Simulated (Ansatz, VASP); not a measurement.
# TiO2: VASP beside Ansatz

Contents of INCAR:

```
SYSTEM = TiO2
PREC = Accurate
ENCUT = 520
EDIFF = 1E-7
ISMEAR = -1
SIGMA = 0.05
LREAL = .FALSE.
LASPH = .TRUE.
NELM = 100
ALGO = Normal
ISIF = 2
LWAVE = .FALSE.
LCHARG = .FALSE.
GGA = PE
NBANDS = 33
```

Contents of KPOINTS:

```
Automatic mesh
0
G
  7 7 10
  0 0 0
```

File POSCAR:

```
TiO2
1.0
    4.5319113078      0.0000000000      0.0000000000
    0.0000000000      4.5319113078      0.0000000000
    0.0000000000      0.0000000000      2.9190086112
Ti O
2 4
Direct
    0.0000000000      0.0000000000      0.0000000000
    0.5000000000      0.5000000000      0.5000000000
    0.3060000000      0.3060000000      0.0000000000
    0.1940000000      0.8060000000      0.5000000000
    0.6940000000      0.6940000000      0.0000000000
    0.8060000000      0.1940000000      0.5000000000
```

Input for Ansatz:

```yaml
crystal:
  lattice:
    - [4.5319113078, 0.0, 0.0]
    - [0.0, 4.5319113078, 0.0]
    - [0.0, 0.0, 2.9190086112]
  atoms:
    - { symbol: Ti, position: [0.0, 0.0, 0.0] }
    - { symbol: Ti, position: [0.5, 0.5, 0.5] }
    - { symbol: O, position: [0.306, 0.306, 0.0] }
    - { symbol: O, position: [0.194, 0.806, 0.5] }
    - { symbol: O, position: [0.694, 0.694, 0.0] }
    - { symbol: O, position: [0.806, 0.194, 0.5] }
kpoints:
  mp_grid: { grid: [7, 7, 10] }
  band_path:
    path:
      - [0.0, 0.0, 0.0]
      - [0.0, 0.5, 0.0]
      - [0.5, 0.5, 0.0]
      - [0.0, 0.0, 0.0]
      - [0.0, 0.0, 0.5]
      - [0.0, 0.5, 0.5]
      - [0.5, 0.5, 0.5]
      - [0.0, 0.0, 0.5]
      - [0.0, 0.5, 0.0]
    npoints: 5
scf:
  occupations: { method: fermi_dirac, width: 0.05 }
hamiltonian:
  xc: pbe
  pseudopotentials: { kind: all_electron, lapw: { basis_error: 0.0005 } }
output:
  forces: true
  stress: true
  eigenvalues: true
```

Change from the starting cell: volume scaled by 0.96.

Alike in both runs: task single point; functional PBE; k mesh 7 × 7 × 10; occupations fermi-dirac, width 0.05 eV; no spin polarisation.

```csv
,VASP,Ansatz
version,VASP 6.6.1,Ansatz 0.2.0
potentials or method,"VASP PAW PBE potentials, release 64 (Ti_sv, O), cutoff 520 eV","all-electron LAPW, scalar-relativistic"
```

Ansatz gave:

- gap on the k mesh at the Fermi level (eV): 2.03
- pressure (GPa): 16.5
- traceless stress, the component that is largest in VASP (GPa): 1.47
- rms of the force components (eV/Å): 0.221

Estimate VASP's values.

gap on the k mesh at the Fermi level (eV): 2.01; pressure (GPa): 17.3; traceless stress, the component that is largest in VASP (GPa): 1.73; rms of the force components (eV/Å): 0.236.

Atom by atom the forces differ by 0.015 eV/Å (rms over components). Ansatz ran all-electron here, and VASP with PAW potentials.
